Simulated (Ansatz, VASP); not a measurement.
Two plane-wave programs on Pt

```
Pt
1.0
     0.00000    2.28491    1.67781
     2.28491    0.00000    1.67781
     2.28491    2.28491    0.00000
Pt
1
Direct
  0.00000 0.00000 0.00000
```

Alike in both runs: task single point; functional PBE; k mesh 22 × 22 × 22; occupations gaussian, width 0.15 eV; no spin polarisation.

```csv
,VASP,Ansatz
version,VASP 6.6.1,Ansatz 0.2.0
potentials or method,"VASP PAW PBE potentials, release 64 (Pt), cutoff 520 eV","scalar-relativistic, plane waves, PAW"
valence electrons in the cell,10,18
```

```csv
,VASP,Ansatz,Ansatz less VASP
gap on the k mesh at the Fermi level (eV),none,none,-
pressure (GPa),-18.6,-18.3,+0.27
"traceless stress, the component that is largest in VASP (GPa)",1.46,1.48,+0.012
```

A gap of «none» marks a metal or a gap that the smearing closes. VASP's potentials hold 10 valence electrons a cell and Ansatz's 18, so a difference there can come from the potentials and not from the codes.

Neither program's run includes spin-orbit coupling.
